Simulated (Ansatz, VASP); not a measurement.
## Two plane-wave programs on Cs

The input INCAR:

```
SYSTEM = Cs
PREC = Accurate ; ENCUT = 520
EDIFF = 1E-7 ; ISMEAR = 0
SIGMA = 0.1 ; LREAL = .FALSE.
LASPH = .TRUE. ; NELM = 60
ALGO = Fast ; ISIF = 2
LWAVE = .FALSE. ; LCHARG = .FALSE.
GGA = PS ; NBANDS = 26
```

The input KPOINTS:

```
regular mesh
0
G
  12 12 4
  0 0 0
```

Contents of POSCAR:

```
Cs
1.0
    5.3666386631      0.0000000000      0.0000000000
   -2.6833193315      4.6476454151      0.0000000000
    0.0000000000      0.0000000000     16.7564471976
Cs
4
Direct
    0.0000000000      0.0000000000      0.0000000000
    0.3333333333      0.6666666667      0.2500000000
    0.0000000000      0.0000000000      0.5000000000
    0.6666666667      0.3333333333      0.7500000000
```

Input for Ansatz:

```yaml
crystal:
  lattice:
    - [5.3666386631, 0.0, 0.0]
    - [-2.6833193315, 4.6476454151, 0.0]
    - [0.0, 0.0, 16.7564471976]
  atoms:
    - { symbol: Cs, position: [0.0, 0.0, 0.0] }
    - { symbol: Cs, position: [0.3333333333, 0.6666666667, 0.25] }
    - { symbol: Cs, position: [0.0, 0.0, 0.5] }
    - { symbol: Cs, position: [0.6666666667, 0.3333333333, 0.75] }
basis:
  ecutwfc: 420
kpoints:
  mp_grid: { grid: [12, 12, 4] }
hamiltonian:
  xc: pbesol
scf:
  occupations: { method: gaussian, width: 0.1 }
output:
  forces: true
  stress: true
  eigenvalues: true
```

Change from the starting cell: strain along c alone, the other axes held, atoms relaxed: -4.5 %.

Alike in both runs: task single point; functional PBEsol; k mesh 12 × 12 × 4; occupations gaussian, width 0.1 eV; no spin polarisation.

|  | VASP | Ansatz |
| --- | --- | --- |
| version | VASP 6.6.1 | Ansatz 0.2.0 |
| potentials or method | VASP PAW PBE potentials, release 64 (Cs_sv), cutoff 520 eV | scalar-relativistic, plane waves, PAW |
| valence electrons in the cell | 36 | 36 |

```csv
,VASP,Ansatz,Ansatz less VASP
gap on the k mesh at the Fermi level (eV),none,none,-
pressure (GPa),0.1,0.1,+0.01
"traceless stress, the component that is largest in VASP (GPa)",0.08,0.08,0.000
```

VASP's potentials were made for PBE, not for PBEsol. A gap of «none» marks a metal or a gap that the smearing closes.

Neither program's run includes spin-orbit coupling.
